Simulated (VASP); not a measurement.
Input of a VASP 6.6.1 run:

File INCAR:

```
PREC = Accurate
ENCUT = 520
EDIFF = 1E-6
ISMEAR = -1
SIGMA = 0.05
LREAL = False
LASPH = True
NELM = 80
ALGO = Normal
ISIF = 2
LWAVE = False
LCHARG = False
GGA = PS
NBANDS = 10
```

Contents of KPOINTS:

```
Automatic mesh
0
Gamma
  7 7 7
```

POSCAR

```
Rb
1.0
   -2.7811980792      2.7811980792      2.7811980792
    2.7811980792     -2.7811980792      2.7811980792
    2.7811980792      2.7811980792     -2.7811980792
Rb
1
Direct
    0.0000000000      0.0000000000      0.0000000000
```

Potentials or basis: VASP PAW PBE potentials, release 64 (Rb_sv).

The run is started by

```console
$ cat potpaw_PBE.64/Rb_sv/POTCAR > POTCAR
$ mpirun -np 1 vasp_std > vasp.out
```

**Question.** What does it give for the pressure?

**Answer.** 0.0 GPa.

**Question.** What does it give for the band gap on the k mesh?

**Answer.** Zero (an odd number of electrons rules out a gap without spin polarisation).

Caveat: the PAW data sets were made with another functional, which shifts forces and pressure a little.
